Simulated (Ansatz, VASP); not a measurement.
# Te in VASP and in Ansatz

```
Te
1.0
     4.14767   -2.32279    0.00000
     4.14767    2.32279    0.00000
    -0.12779    0.00000    3.87657
Te
3
Cartesian
  5.5214 0.0000 2.6167
  2.6462 0.0000 1.2599
  0.0000 0.0000 0.0000
```

Change from the starting cell: volume scaled by 0.94.

Alike in both runs: task single point; functional PBE; k mesh 8 × 8 × 8; occupations fermi-dirac, width 0.05 eV; no spin polarisation.

|  | VASP | Ansatz |
| --- | --- | --- |
| version | VASP 6.6.1 | Ansatz 0.2.0 |
| potentials or method | VASP PAW PBE potentials, release 64 (Te), cutoff 520 eV | all-electron LAPW, scalar-relativistic |

|  | VASP | Ansatz | Ansatz less VASP |
| --- | --- | --- | --- |
| pressure (GPa) | 15.9 | 15.9 | +0.05 |
| traceless stress, the component that is largest in VASP (GPa) | -1.52 | -1.47 | +0.040 |
| rms of the force components (eV/Å) | 0.326 | 0.323 | -0.0031 |

Atom by atom the forces differ by 0.003 eV/Å (rms over components). Ansatz ran all-electron here, and VASP with PAW potentials.

Neither program's run includes spin-orbit coupling.
